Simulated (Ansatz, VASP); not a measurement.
# ZnS: VASP beside Ansatz

INCAR

```
ALGO = Normal
EDIFF = 1E-6
ENCUT = 520
GGA = PE
ISIF = 2
ISMEAR = 0
LASPH = T
LCHARG = F
LREAL = F
LWAVE = F
NBANDS = 46
NELM = 60
PREC = Accurate
SIGMA = 0.05
```

The input KPOINTS:

```
k-points
0
Gamma
  12 12 2
```

File POSCAR:

```
ZnS
1.0
    3.8467234434      0.0000000000      0.0000000000
   -1.9233617217      3.3313602233      0.0000000000
    0.0000000000      0.0000000000     12.5902250239
Zn S
4 4
Direct
    0.0000000000      0.0000000000      0.0018062866
    0.0000000000      0.0000000000      0.4982944072
    0.3333333333      0.6666666667      0.2512325830
    0.6666666667      0.3333333333      0.7488164444
    0.0000000000      0.0000000000      0.1813326955
    0.0000000000      0.0000000000      0.6932467001
    0.3333333333      0.6666666667      0.4376359310
    0.6666666667      0.3333333333      0.9376349520
```

Input for Ansatz:

```yaml
crystal:
  lattice:
    - [3.8467234434, 0.0, 0.0]
    - [-1.9233617217, 3.3313602233, 0.0]
    - [0.0, 0.0, 12.5902250239]
  atoms:
    - { symbol: Zn, position: [0.0, 0.0, 0.0018062866] }
    - { symbol: Zn, position: [0.0, 0.0, 0.4982944072] }
    - { symbol: Zn, position: [0.3333333333, 0.6666666667, 0.251232583] }
    - { symbol: Zn, position: [0.6666666667, 0.3333333333, 0.7488164444] }
    - { symbol: S, position: [0.0, 0.0, 0.1813326955] }
    - { symbol: S, position: [0.0, 0.0, 0.6932467001] }
    - { symbol: S, position: [0.3333333333, 0.6666666667, 0.437635931] }
    - { symbol: S, position: [0.6666666667, 0.3333333333, 0.937634952] }
basis:
  ecutwfc: 420
kpoints:
  mp_grid: { grid: [12, 12, 2] }
hamiltonian:
  xc: pbe
scf:
  occupations: { method: gaussian, width: 0.05 }
output:
  forces: true
  stress: true
  eigenvalues: true
```

Change from the starting cell: mode 23 (322.4 1/cm) frozen in, largest displacement +0.075 Å.

Alike in both runs: task single point; functional PBE; k mesh 12 × 12 × 2; occupations gaussian, width 0.05 eV; no spin polarisation.

|  | VASP | Ansatz |
| --- | --- | --- |
| version | VASP 6.6.1 | Ansatz 0.2.0 |
| potentials or method | VASP PAW PBE potentials, release 64 (Zn, S), cutoff 520 eV | scalar-relativistic, plane waves, PAW |
| valence electrons in the cell | 72 | 72 |

|  | VASP | Ansatz | Ansatz less VASP |
| --- | --- | --- | --- |
| gap on the k mesh at the Fermi level (eV) | 1.92 | 1.92 | -0.002 |
| least direct gap on the mesh (eV) | 1.92 | 1.92 | -0.002 |
| pressure (GPa) | 0.3 | 0.2 | -0.15 |
| traceless stress, the component that is largest in VASP (GPa) | 0.19 | 0.19 | 0.000 |
| rms of the force components (eV/Å) | 0.340 | 0.337 | -0.0031 |

Atom by atom the forces differ by 0.003 eV/Å (rms over components). The functional is the same, so the differences come from potentials, cutoffs and numerics.
